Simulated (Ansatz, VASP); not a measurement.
Two plane-wave programs on YAl3

The input INCAR:

```
PREC = Accurate ; ENCUT = 520
EDIFF = 1E-7 ; ISMEAR = 0
SIGMA = 0.1 ; LREAL = False
LASPH = True ; NELM = 60
ALGO = Normal ; ISIF = 2
LWAVE = False ; LCHARG = False
LDIPOL = True ; IDIPOL = 3
DIPOL = 0.5 0.5 0.500 ; GGA = PE
NBANDS = 18
```

KPOINTS

```
regular mesh
0
Gamma
  4 4 1
```

Contents of POSCAR:

```
YAl3
1.0
    4.2400310000      0.0000000000      0.0000000000
    0.0000000000      4.2400310000      0.0000000000
    0.0000000000      0.0000000000     17.0000000000
Y Al
1 3
Direct
    0.0000000000      0.0000000000      0.4376466100
    0.5000000000      0.5000000000      0.4376466100
    0.5000000000      0.0000000000      0.5623533900
    0.0000000000      0.5000000000      0.5623533900
```

Input for Ansatz:

```yaml
crystal:
  lattice:
    - [4.240031, 0.0, 0.0]
    - [0.0, 4.240031, 0.0]
    - [0.0, 0.0, 17.0]
  atoms:
    - { symbol: "Y", position: [0.0, 0.0, 0.43764661] }
    - { symbol: Al, position: [0.5, 0.5, 0.43764661] }
    - { symbol: Al, position: [0.5, 0.0, 0.56235339] }
    - { symbol: Al, position: [0.0, 0.5, 0.56235339] }
  periodic: [true, true, false]
basis:
  ecutwfc: 420
kpoints:
  mp_grid: { grid: [4, 4, 1] }
hamiltonian:
  xc: pbe
scf:
  occupations: { method: gaussian, width: 0.1 }
  lower_state_search: "off"
output:
  forces: true
  stress: true
  eigenvalues: true
```

Alike in both runs: task single point; functional PBE; k mesh 4 × 4 × 1; occupations gaussian, width 0.1 eV; no spin polarisation.

|  | VASP | Ansatz |
| --- | --- | --- |
| version | VASP 6.6.1 | Ansatz 0.2.0 |
| potentials or method | VASP PAW PBE potentials, release 64 (Y_sv, Al), cutoff 520 eV | scalar-relativistic, plane waves, PAW |
| valence electrons in the cell | 20 | 20 |

```csv
,VASP,Ansatz,Ansatz less VASP
gap on the k mesh at the Fermi level (eV),none,none,-
rms of the force components (eV/Å),0.232,0.232,-0.0005
```

Atom by atom the forces differ by 0.001 eV/Å (rms over components). A gap of «none» marks a metal or a gap that the smearing closes. Ansatz's warnings: slab cell height set.

The k mesh is coarse, so the values compare programs but aren't converged.
